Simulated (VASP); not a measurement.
Runs of VASP 6.6.1 on HfO2. The structure is that of space group P4_2/mnm (No. 136), or close to it. The cells are those of the table. 

```csv
task,cell,cutoff (eV),gap on the mesh (eV),pressure (GPa),largest force (eV/Å)
single point,"a = 5.128, b = 5.128, c = 3.104 Å, 6 atoms",520,4.12,(b),0.23
single point,"a = 4.838, b = 4.838, c = 3.349 Å, 6 atoms",520,4.33,-12.5,0.03
single point,"a = 4.838, b = 4.838, c = 3.285 Å, 6 atoms",520,4.44,-8.1,0.04
relaxation of shape and atoms at fixed volume,"relaxed from a = 5.014, b = 5.014, c = 3.299 Å, 6 atoms",600,4.26,-19.5,0.01
single point,"a = 5.032, b = 5.032, c = 3.151 Å, 6 atoms",520,4.24,(a),0.09
```

Alike in all rows: level r2SCAN; potentials or basis VASP PAW PBE potentials, release 64 (Hf_pv, O); no spin polarisation; k mesh 6 × 6 × 8; smearing gaussian 0.02 eV.

Question: Fill in the values left out.

Answer: (a) -11.9; (b) -14.2.

Caveats: the PAW data sets were made with another functional, which shifts forces and pressure a little; spin-orbit coupling is left out, which moves the levels of the heavy elements; the cell stands under tension (at least some runs).

A k mesh can miss the band edges, and the runs leave out spin-orbit coupling on Hf.
